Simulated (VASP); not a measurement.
# KBr (Fm-3m) in VASP: further runs

The runs below take KBr through relaxation of cell and atoms, with r2SCAN.

All numbers are computed with VASP 6.6.1; they aren't measurements. Logs are shortened: lines on timing, memory, paths and dates and some standing lists are left out, and cuts for length are marked.

**1. The cell of the first run**

The structure is cubic, space group Fm-3m (No. 225). The conventional cell has a = 6.604 Å, b = 6.604 Å, c = 6.604 Å, α = 90.00°, β = 90.00°, γ = 90.00°. K (site symmetry m-3m) has 6 Br at 3.30 Å within 4.3 Å. Within 4.3 Å of Br (site symmetry m-3m) lie 6 K at 3.30 Å.

**2. Relaxation of cell and atoms, r2SCAN, target pressure 2 GPa, at which the enthalpy is minimised**

Contents of POSCAR:

```
KBr
1.0
    3.3022249307      3.3022249307      0.0000000000
   -3.3022249307      3.3022249307      0.0000000000
    0.0000000000      3.3022249307      3.3022249307
K Br
1 1
Direct
    0.0000000000      0.0000000000      0.0000000000
    0.5000000000      0.5000000000      0.0000000000
```

Contents of INCAR.step1:

```
  ALGO = Normal
  EDIFF = 1E-4
  ENCUT = 600
  GGA = PE
  ISMEAR = 0
  LASPH = True
  LCHARG = False
  LREAL = False
  LWAVE = True
  NELM = 100
  PREC = Accurate
  SIGMA = 0.01
```

Contents of INCAR.step2:

```
  ALGO = Normal
  EDIFF = 1E-6
  EDIFFG = -0.002
  ENCUT = 600
  IBRION = 2
  ISIF = 3
  ISMEAR = 0
  ISTART = 1
  LASPH = True
  LCHARG = False
  LMIXTAU = True
  LREAL = False
  LWAVE = False
  METAGGA = R2SCAN
  NELM = 100
  NSW = 100
  PREC = Accurate
  PSTRESS = 20.0
  SIGMA = 0.01
```

Contents of KPOINTS:

```
k-points
0
Gamma
  6 6 6
```

Potentials or basis: VASP PAW PBE potentials, release 64 (K_sv, Br).

Launch:

```console
cat potpaw_PBE.64/K_sv/POTCAR potpaw_PBE.64/Br/POTCAR > POTCAR
cp INCAR.step1 INCAR
mpirun -np 1 vasp_std > vasp.out
cp INCAR.step2 INCAR
mpirun -np 1 vasp_std > vasp.out
```

OUTCAR:

```text
EDIFF = 1E-6
   EDIFFG = -0.002
   ENCUT = 600
   IBRION = 2
   ISIF = 3
   ISMEAR = 0
   ISTART = 1
   LASPH = True
   LREAL = False
   METAGGA = R2SCAN
   NELM = 100
   NSW = 100
   PREC = Accurate
   PSTRESS = 20.0

 ion  position               nearest neighbor table
   1  0.000  0.000  0.000-   2 3.30   2 3.30   2 3.30   2 3.30   2 3.30   2 3.30
   2  0.500  0.500  0.000-   1 3.30   1 3.30   1 3.30   1 3.30   1 3.30   1 3.30

  LATTYP: Found a face centered cubic cell.
 ALAT       =     6.6044498614

  Lattice vectors:

 A1 = (   0.0000000000,   3.3022249307,   3.3022249307)
 A2 = (   3.3022249307,   0.0000000000,   3.3022249307)
 A3 = (   3.3022249307,   3.3022249307,   0.0000000000)

Analysis of symmetry for initial positions (statically):
=====================================================================
 Subroutine PRICEL returns:
 Original cell was already a primitive cell.

 Routine SETGRP: Setting up the symmetry group for a
 face centered cubic supercell.

 Subroutine GETGRP returns: Found 48 space group operations
 (whereof 48 operations were pure point group operations)
 out of a pool of 48 trial point group operations.

The static configuration has the point symmetry O_h .

Analysis of symmetry for dynamics (positions and initial velocities):
=====================================================================
 Subroutine PRICEL returns:
 Original cell was already a primitive cell.

 Routine SETGRP: Setting up the symmetry group for a
 face centered cubic supercell.

 Subroutine GETGRP returns: Found 48 space group operations
 (whereof 48 operations were pure point group operations)
 out of a pool of 48 trial point group operations.

The dynamic configuration has the point symmetry O_h .

 Subroutine INISYM returns: Found 48 space group operations
 (whereof 48 operations are pure point group operations),
 and found     1 'primitive' translations

----------------------------------------------------------------------------------------

                                     Primitive cell

  volume of cell :      72.0195

  direct lattice vectors                    reciprocal lattice vectors
     3.302224931  3.302224931  0.000000000     0.151413066  0.151413066 -0.151413066
    -3.302224931  3.302224931  0.000000000    -0.151413066  0.151413066 -0.151413066
     0.000000000  3.302224931  3.302224931     0.000000000  0.000000000  0.302826131

  length of vectors
     4.670051283  4.670051283  4.670051283     0.262255123  0.262255123  0.302826131

  position of ions in fractional coordinates (direct lattice)
     0.000000000  0.000000000  0.000000000
     0.500000000  0.500000000  0.000000000

  ion indices of the primitive-cell ions
   primitive index   ion index
                 1           1
                 2           2

----------------------------------------------------------------------------------------

 KPOINTS: k-points

Automatic generation of k-mesh.
 Grid dimensions read from file:
 generate k-points for:    6    6    6

 Generating k-lattice:

  Cartesian coordinates                     Fractional coordinates (reciprocal lattice)
     0.025235511  0.025235511 -0.025235511     0.166666667  0.000000000  0.000000000
    -0.025235511  0.025235511 -0.025235511     0.000000000  0.166666667  0.000000000
     0.000000000  0.000000000  0.050471022     0.000000000  0.000000000  0.166666667

  Length of vectors
     0.043709187  0.043709187  0.050471022

  Shift w.r.t. Gamma in fractional coordinates (k-lattice)
     0.000000000  0.000000000  0.000000000

 Subroutine IBZKPT returns following result:
 ===========================================

 Found     16 irreducible k-points:

 Following reciprocal coordinates:
            Coordinates               Weight
  0.000000  0.000000  0.000000      1.000000
  0.166667  0.000000  0.000000      8.000000
  0.333333  0.000000  0.000000      8.000000
  0.500000  0.000000  0.000000      4.000000
  0.166667  0.166667  0.000000     12.000000
  0.333333  0.166667  0.000000     24.000000
[... 8 lines left out ...]
  0.500000  0.333333  0.166667     24.000000
  0.500000  0.500000  0.166667     12.000000
   k-points           NKPTS =     16   k-points in BZ     NKDIM =     16   number of bands    NBANDS=     12
   number of dos      NEDOS =    301   number of ions     NIONS =      2
   total plane-waves  NPLWV =  64000
   dimension x,y,z NGX =    40 NGY =   40 NGZ =   40
   dimension x,y,z NGXF=    80 NGYF=   80 NGZF=   80
   ions per type =               1   1
   NGX,Y,Z   is equivalent  to a cutoff of  14.24, 14.24, 14.24 a.u.
   NGXF,Y,Z  is equivalent  to a cutoff of  28.48, 28.48, 28.48 a.u.
 SYSTEM =  unknown system
   PREC   = accura    normal or accurate (medium, high low for compatibility)
   ISTART =      1    job   : 0-new  1-cont  2-samecut
   ICHARG =      0    charge: 1-file 2-atom 10-const
   ISPIN  =      1    spin polarized calculation?
   LNONCOLLINEAR =      F non collinear calculations
   LSORBIT =      F    spin-orbit coupling
   LASPH  =      T    aspherical Exc in radial PAW
   ENCUT  =  600.0 eV  44.10 Ry    6.64 a.u.   9.33  9.33  9.33*2*pi/ulx,y,z
   NELM   =    100;   NELMIN=  2; NELMDL=  0     # of ELM steps
   EDIFF  = 0.1E-05   stopping-criterion for ELM
   LREAL  =      F    real-space projection
   EDIFFG = -.2E-02   stopping-criterion for IOM
   NSW    =    100    number of steps for IOM
   IBRION =      2    ionic relax: 0-MD 1-quasi-New 2-CG
   NFREE  =      1    steps in history (QN), initial steepest desc. (CG)
   ISIF   =      3    stress and relaxation
   ISYM   =      2    0-nonsym 1-usesym 2-fastsym
   POTIM  = 0.5000    time-step for ionic-motion
   TEBEG  =    0.0;   TEEND  =   0.0 temperature during run
   PSTRESS=   20.0 pullay stress
   NELECT =      16.0000    total number of electrons
   NUPDOWN=      -1.0000    fix difference up-down
   EMIN   =  10.00;   EMAX   =-10.00  energy-range for DOS
   EFERMI =   0.00;   METHOD = LEGACY
   ISMEAR =     0;   SIGMA  =   0.01  broadening in eV -4-tet -1-fermi 0-gaus
   EFERMI_NEDOS =   21; number of points for ismear=-14 and -15
   IALGO  =     38    algorithm
   IMIX   =      4    mixing-type and parameters
     AMIX     =   0.40;   BMIX     =  1.00
     AMIX_MAG =   1.60;   BMIX_MAG =  1.00
  volume/ion in A,a.u.               =      36.01       243.01
  Fermi-wavevector in a.u.,A,eV,Ry     =   0.991512  1.873687 13.375846  0.983097
  Thomas-Fermi vector in A             =   2.123259
   LORBIT       =      0    0 simple, 1 ext, 2 COOP (PROOUT), +10 PAW based schemes
   METAGGA = R2SCAN    functional components
   LHFCALC =     F    Hartree Fock is set to
   AEXX    =    0.0000 exact exchange contribution
   IVDW    =     0    specifies the selected vdW correction
   LEPSILON=     F    determine dielectric tensor
   LRPA    =     F    only Hartree local field effects (RPA)
 conjugate gradient relaxation of ions
 non-spin polarized calculation
 Gauss-broadening in eV      SIGMA  =   0.01
  energy-cutoff  :      600.00
  volume of cell :       72.02
 maximum number of plane-waves:      2424
 NGX is ok and might be reduce to    40
   NGX = 19   NGY = 19   NGZ = 19

--------------------------------------- Ionic step        1  -------------------------------------------

 number of electron      16.0000000 magnetization

 Free energy of the ion-electron system (eV)
  ---------------------------------------------------
  ext. energy  EPLUGINS =         0.00000000
  ---------------------------------------------------
  free energy    TOTEN  =       -23.24963555 eV

  energy without entropy =      -23.24963555  energy(sigma->0) =      -23.24963555

------------------------ aborting loop because EDIFF is reached ----------------------------------------

  FORCE on cell =-STRESS in cart. coord.  units (eV):
  Direction    XX          YY          ZZ          XY          YZ          ZX
  --------------------------------------------------------------------------------------
  -------------------------------------------------------------------------------------
  Total        0.0211877      0.0211877      0.0211877      0.0000000      0.0000000     -0.0000000
  in kB        0.4713520      0.4713520      0.4713520      0.0000000      0.0000000     -0.0000000
  external PRESSURE =     -19.5286480 kB  Pullay stress =      20.0000000 kB

 VOLUME and BASIS-vectors are now :
 -----------------------------------------------------------------------------
  energy-cutoff  :      600.00
  volume of cell :       72.02
      direct lattice vectors                 reciprocal lattice vectors
     3.302224931  3.302224931  0.000000000     0.151413066  0.151413066 -0.151413066
    -3.302224931  3.302224931  0.000000000    -0.151413066  0.151413066 -0.151413066
     0.000000000  3.302224931  3.302224931     0.000000000  0.000000000  0.302826131
[... 122 lines left out ...]
  FREE ENERGIE OF THE ION-ELECTRON SYSTEM (eV)
  ---------------------------------------------------
  free  energy   TOTEN  =       -23.2112683354 eV

  energy  without entropy=      -23.2112683354  energy(sigma->0) =      -23.21126834

  enthalpy is  TOTEN    =       -22.3943619221 eV   P V=        0.8169064132

--------------------------------------- Ionic step        5  -------------------------------------------

 number of electron      15.9999999 magnetization

 Free energy of the ion-electron system (eV)
  ---------------------------------------------------
  ext. energy  EPLUGINS =         0.00000000
  ---------------------------------------------------
  free energy    TOTEN  =       -23.21164764 eV

  energy without entropy =      -23.21164764  energy(sigma->0) =      -23.21164764

 E-fermi :  -1.6722     XC(G=0):  -8.1598

 val. band max:       -1.7524747951   @ k =   0.0000   0.0000   0.0000
 cond. band min:       3.6114176509   @ k =   0.0000   0.0000   0.0000
 fundamental gap:      5.3638924460
 Fermi energy:        -1.6722021696

 k-point     1 :       0.0000    0.0000    0.0000
  band No.  band energies     occupation
      1     -30.4487      2.00000
      2     -14.6087      2.00000
      3     -13.1637      2.00000
      4     -13.1637      2.00000
      5     -13.1637      2.00000
      6      -1.7525      2.00000
      7      -1.7525      2.00000
      8      -1.7525      2.00000
      9       3.6114      0.00000
     10       6.4762      0.00000
     11       6.4762      0.00000
     12       6.4762      0.00000

 k-point     2 :       0.1667    0.0000    0.0000
  band No.  band energies     occupation
      1     -30.4465      2.00000
      2     -14.6665      2.00000
      3     -13.1651      2.00000
      4     -13.1651      2.00000
      5     -13.0801      2.00000
      6      -2.1691      2.00000
      7      -1.8629      2.00000
      8      -1.8629      2.00000
      9       4.3182      0.00000
     10       6.3244      0.00000
     11       6.8475      0.00000
     12       6.8475      0.00000
[... 230 lines left out ...]
 POSITION                                       TOTAL-FORCE (eV/Angst)
 -----------------------------------------------------------------------------------
      0.00000      3.19895      3.19895        -0.000000     -0.000000      0.000000
      0.00000      3.19895      0.00000         0.000000      0.000000      0.000000
 -----------------------------------------------------------------------------------
    total drift:                                0.000000     -0.000000     -0.000000

  FREE ENERGIE OF THE ION-ELECTRON SYSTEM (eV)
  ---------------------------------------------------
  free  energy   TOTEN  =       -23.2116476377 eV

  energy  without entropy=      -23.2116476377  energy(sigma->0) =      -23.21164764

  enthalpy is  TOTEN    =       -22.3943634207 eV   P V=        0.8172842170

 reached required accuracy - stopping structural energy minimisation
```

It took 2.9 min on 1 thread of AMD EPYC 9R45 (Zen 5), shared host; peak memory 0.24 GiB.

What came out:

```yaml
Free_energy: -23.2116 eV
Relaxed_volume: 32.74 Å³/atom
Relaxed_cell: a = 4.524 Å, b = 4.524 Å, c = 4.524 Å, α = 60.00°, β = 60.00°, γ = 90.00°
Space_group_after_relaxing_to_0.1_Å: Fm-3m (No. 225)
Energy_change_on_relaxing_the_run_minimises_the_enthalpy: +19.0 meV/atom
Ionic_steps: 5
Pressure_after_relaxing: 2.0 GPa
Band_gap_on_the_k_mesh: 5.36 eV
```

Step by step:
```tsv
step	energy change (eV)	largest force (eV/Å)	pressure (GPa)	volume (Å³)
1	0.0000	0.0000	0.05	72.02
2	0.0171	0.0000	1.26	67.54
3	0.0364	0.0000	1.94	65.60
4	0.0384	0.0000	2.01	65.44
5	0.0380	0.0000	2.00	65.47
```

Final structure:
```
K Br
1.0
     3.19895    3.19895    0.00000
    -3.19895    3.19895    0.00000
     0.00000    3.19895    3.19895
K Br
1 1
Direct
  0.00000 0.00000 0.00000
  0.50000 0.50000 0.00000
```

Caveat: the cell is relaxed towards a set pressure, so the run minimises the enthalpy, not the energy; the PAW data sets were made with another functional, which shifts forces and pressure a little.

**3. Relaxation of cell and atoms, r2SCAN, target pressure 4 GPa, at which the enthalpy is minimised**

POSCAR is that of step 2.

Contents of INCAR.step1:

```
SYSTEM = KBr
PREC = Accurate
ENCUT = 600
ISMEAR = 0
SIGMA = 0.01
LREAL = .FALSE.
LASPH = .TRUE.
NELM = 60
GGA = PE
ALGO = Normal
EDIFF = 1E-4
LWAVE = .TRUE.
LCHARG = .FALSE.
```

Contents of INCAR.step2:

```
SYSTEM = KBr
PREC = Accurate
ENCUT = 600
EDIFF = 1E-6
ISMEAR = 0
SIGMA = 0.01
LREAL = .FALSE.
LASPH = .TRUE.
NELM = 60
ALGO = Normal
ISIF = 3
LWAVE = .FALSE.
LCHARG = .FALSE.
METAGGA = R2SCAN
LMIXTAU = .TRUE.
IBRION = 2
NSW = 100
EDIFFG = -0.002
PSTRESS = 40.0
ISTART = 1
```

Contents of KPOINTS:

```
regular mesh
0
G
  6 6 6
  0 0 0
```

Potentials or basis: VASP PAW PBE potentials, release 64 (K_sv, Br).

Launch:

```console
cat potpaw_PBE.64/K_sv/POTCAR potpaw_PBE.64/Br/POTCAR > POTCAR
cp INCAR.step1 INCAR
mpirun -np 1 vasp_std > vasp.out
cp INCAR.step2 INCAR
mpirun -np 1 vasp_std > vasp.out
```

It took 2.8 min on 1 thread of AMD EPYC 9R45 (Zen 5), shared host; peak memory 0.24 GiB.

It converged, with:

```
Free energy                                                : -23.1330 eV
Relaxed volume                                             : 30.59 Å³/atom
Relaxed cell                                               : a = 4.423 Å, b = 4.423 Å, c = 4.423 Å, α = 60.00°, β = 60.00°, γ = 90.00°
Space group after relaxing (to 0.1 Å)                      : Fm-3m (No. 225)
Energy change on relaxing (the run minimises the enthalpy) : +58.3 meV/atom
Ionic steps                                                : 5
Pressure after relaxing                                    : 4.0 GPa
Band gap on the k mesh                                     : 5.60 eV
```

The path:
```csv
step,energy change (eV),largest force (eV/Å),pressure (GPa),volume (Å³)
1,0.0000,0.0000,0.05,72.02
2,0.0738,0.0000,3.00,63.15
3,0.1126,0.0000,3.91,61.34
4,0.1176,0.0000,4.02,61.14
5,0.1166,0.0000,4.01,61.18
```

Final structure:
```
K Br
1.0
     3.12743    3.12743    0.00000
    -3.12743    3.12743    0.00000
     0.00000    3.12743    3.12743
K Br
1 1
Direct
  0.00000 0.00000 0.00000
  0.50000 0.50000 0.00000
```

Levels at points of the mesh, in eV from the valence-band top:
```tsv
k point	band 5	band 6	band 7	band 8	band 9	band 10	band 11	band 12
(0.00, 0.00, 0.00)	-11.30	0.00	0.00	0.00	5.60	8.20	8.20	8.20
(0.50, 0.00, 0.00)	-10.93	-1.53	-0.49	-0.49	7.48	9.44	10.93	10.93
(0.50, 0.50, 0.00)	-11.37	-0.99	-0.35	-0.35	6.11	8.67	10.42	11.12
```

Caveat: the cell is relaxed towards a set pressure, so the run minimises the enthalpy, not the energy; the volume moved by over 15 % at a fixed basis, so the end points are rough; the PAW data sets were made with another functional, which shifts forces and pressure a little.
